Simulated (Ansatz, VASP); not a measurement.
## One calculation of C, two programs

INCAR

```
ALGO = Normal
EDIFF = 1E-6
ENCUT = 520
GGA = PE
ISIF = 2
ISMEAR = 0
LASPH = True
LCHARG = False
LREAL = False
LWAVE = False
NBANDS = 11
NELM = 80
PREC = Accurate
SIGMA = 0.05
```

Contents of KPOINTS:

```
k-points
0
Gamma
  12 12 12
```

File POSCAR:

```
C
1.0
    0.2237658205      1.9020094744      1.9020094744
    1.9020094744      0.2237658205      1.9020094744
    1.9020094744      1.9020094744      0.2237658205
C
2
Direct
    0.5000000000      0.5000000000      0.5000000000
    0.7500000000      0.7500000000      0.7500000000
```

Input for Ansatz:

```yaml
crystal:
  lattice:
    - [0.2237658205, 1.9020094744, 1.9020094744]
    - [1.9020094744, 0.2237658205, 1.9020094744]
    - [1.9020094744, 1.9020094744, 0.2237658205]
  atoms:
    - { symbol: C, position: [0.5, 0.5, 0.5] }
    - { symbol: C, position: [0.75, 0.75, 0.75] }
basis:
  ecutwfc: 420
kpoints:
  mp_grid: { grid: [12, 12, 12] }
hamiltonian:
  xc: pbe
scf:
  occupations: { method: gaussian, width: 0.05 }
output:
  forces: true
  stress: true
  eigenvalues: true
```

Alike in both runs: task single point; functional PBE; k mesh 12 × 12 × 12; occupations gaussian, width 0.05 eV; no spin polarisation.

```csv
,VASP,Ansatz
version,VASP 6.6.1,Ansatz 0.2.0
potentials or method,"VASP PAW PBE potentials, release 64 (C), cutoff 520 eV","scalar-relativistic, plane waves, PAW"
valence electrons in the cell,8,8
```

```csv
,VASP,Ansatz,Ansatz less VASP
gap on the k mesh at the Fermi level (eV),0.63,0.63,+0.001
least direct gap on the mesh (eV),0.63,0.63,+0.001
pressure (GPa),19.2,18.3,-0.89
"traceless stress, the component that is largest in VASP (GPa)",-62.67,-62.41,+0.265
rms of the force components (eV/Å),0.564,0.588,+0.0232
```

Atom by atom the forces differ by 0.023 eV/Å (rms over components).
